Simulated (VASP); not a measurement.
**CdTe: single point with PBEsol**

Crystal: CdTe.

```
Cd Te
1.0
     0.00000    3.16168    3.16168
     3.16168    0.00000    3.16168
     3.16168    3.16168    0.00000
Cd Te
1 1
Direct
  0.00000 0.00000 0.00000
  0.75000 0.75000 0.75000
```

This cell differs from its parent crystal: functional pbesol, volume scaled by 0.96.

- Program: VASP 6.6.1
- Task: single point
- Functional: PBEsol
- Potentials or basis: VASP PAW PBE potentials, release 64 (Cd, Te)
- Cutoff: 500 eV
- k mesh: 10 × 10 × 10
- Occupations: fermi-dirac, width 0.08 eV
- Spin: no spin polarisation

```yaml
Pressure: 4.1 GPa
Band_gap_on_the_k_mesh: 0.89 eV, direct
```

Levels at points of the mesh, in eV from the valence-band top:
```
           k point  band 7  band 8  band 9  band 10  band 11  band 12
(0.00, 0.00, 0.00)    0.00    0.00    0.00     0.89     4.48     4.48
(0.50, 0.00, 0.00)   -4.92   -0.90   -0.90     1.80     5.09     5.09
(0.50, 0.50, 0.00)   -4.73   -2.16   -2.16     2.31     2.56     9.14
```

It took 21 s on 1 thread of Intel(R) Xeon(R) 6975P-C (Granite Rapids) (shared host), peak memory 0.23 GiB.

Caveat: the PAW data sets were made with another functional, which shifts forces and pressure a little; spin-orbit coupling is left out, which moves the levels of the heavy elements.
